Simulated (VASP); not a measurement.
Wanted: the native input for a VASP 6.6.1 run.

```yaml
Task: single point
Functional: PBE
Potentials_or_basis: VASP PAW PBE potentials, release 64 (Sn_d, H)
Cutoff: 520 eV
k_mesh: 1 × 1 × 12
Occupations: gaussian, width 0.05 eV
Spin: no spin polarisation
Dipole_correction: no
Further_INCAR_settings: LREAL = Auto; ALGO = Normal; EDIFF = 1e-06; NBANDS = 66
```

The structure of Sn7H8 lies in POSCAR:

```
Sn7H8
1.0
   16.5000000000      0.0000000000      0.0000000000
    0.0000000000     17.9000000000      0.0000000000
    0.0000000000      0.0000000000      4.7334997010
Sn H
7 8
Direct
    0.6387555147      0.4982553599      0.0000000000
    0.5000000000      0.6808531247      0.5000000000
    0.5000000000      0.3178684096      0.5000000000
    0.6395256530      0.4095910031      0.5000000000
    0.3604743470      0.4095910031      0.5000000000
    0.3612444853      0.4982553599      0.0000000000
    0.5000000000      0.5922330239      0.0000000000
    0.7246476463      0.5546016663      0.0000000000
    0.5841385661      0.7389146558      0.5000000000
    0.4158614339      0.7389146558      0.5000000000
    0.5000000000      0.2602881561      0.7931388370
    0.5000000000      0.2602881561      0.2068611630
    0.7256169410      0.3534588314      0.5000000000
    0.2743830590      0.3534588314      0.5000000000
    0.2753523537      0.5546016663      0.0000000000
```

One way to write it, as run:

INCAR

```
PREC = Accurate ; ENCUT = 520
EDIFF = 1E-6 ; ISMEAR = 0
SIGMA = 0.05 ; LREAL = Auto
LASPH = True ; NELM = 80
ALGO = Normal ; ISIF = 2
LWAVE = False ; LCHARG = True
GGA = PE ; LELF = True
LVHAR = True ; NBANDS = 66
```

KPOINTS

```
Automatic mesh
0
Gamma
  1 1 12
```

Potentials or basis: VASP PAW PBE potentials, release 64 (Sn_d, H).

The run is started by

```sh
$ cat potpaw_PBE.64/Sn_d/POTCAR potpaw_PBE.64/H/POTCAR > POTCAR
$ mpirun -np 1 vasp_std > vasp.out
```

Results of the run:

```yaml
Largest_force: 0.021 eV/Å
Band_gap_on_the_k_mesh: 1.51 eV
```

Caveat: spin-orbit coupling is left out, which moves the levels of the heavy elements.

It took 62 min on 1 thread of Intel Xeon 8259CL (shared host), peak memory 1.3 GiB.
